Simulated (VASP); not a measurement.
Wanted: the native input for a VASP 6.6.1 run.

* Task: single point
* Functional: PBE
* Potentials or basis: VASP PAW PBE potentials, release 64 (Ti_sv, Se)
* Cutoff: 520 eV
* k mesh: 4 × 4 × 4
* Occupations: gaussian, width 0.1 eV
* Spin: collinear spin, antiferromagnetic start
* Starting moments: [-1.0, 1.0, -1.0, 1.0, 0.0] μB
* Dipole correction: no
* Further INCAR settings: ALGO = Normal; EDIFF = 1e-06; NBANDS = 39

The structure of Ti4Se lies in POSCAR:

```
Ti4Se
1.0
    4.5129510900      0.0000000000      0.0000000000
    0.0000000000      4.5129510900      0.0000000000
    0.0000000000      0.0000000000      4.5129510900
Ti Se
4 1
Direct
    0.5000000000      0.0000000000      0.0000000000
    0.0000000000      0.5000000000      0.0000000000
    0.0000000000      0.0000000000      0.5000000000
    0.5000000000      0.5000000000      0.5000000000
    0.0000000000      0.0000000000      0.0000000000
```

These files were run (other wordings do the same):

INCAR

```
SYSTEM = Ti4Se
ALGO = Normal
EDIFF = 1E-6
ENCUT = 520
GGA = PE
ISIF = 2
ISMEAR = 0
ISPIN = 2
LASPH = .TRUE.
LCHARG = .TRUE.
LELF = .TRUE.
LMAXMIX = 4
LORBIT = 11
LREAL = .FALSE.
LVHAR = .TRUE.
LWAVE = .FALSE.
MAGMOM = -1 1 -1 1 0
NBANDS = 39
NELM = 150
PREC = Accurate
SIGMA = 0.1
```

KPOINTS

```
k-points
0
G
  4 4 4
  0 0 0
```

Potentials or basis: VASP PAW PBE potentials, release 64 (Ti_sv, Se).

Launch:

```sh
$ cat potpaw_PBE.64/Ti_sv/POTCAR potpaw_PBE.64/Se/POTCAR > POTCAR
$ mpirun -np 1 vasp_std > vasp.out
```

It gave:

The pressure is 11.4 GPa. The net moment is 0.12 μB per cell, the site moments are Ti +0.00, +0.08; Se -0.00 μB and the valence electrons inside the program's atomic spheres are Ti 10.35, 9.98; Se 4.39.

It took 120 s on 1 thread of AMD EPYC 9R45 96-Core Processor (Zen 5) (shared host), peak memory 0.26 GiB.
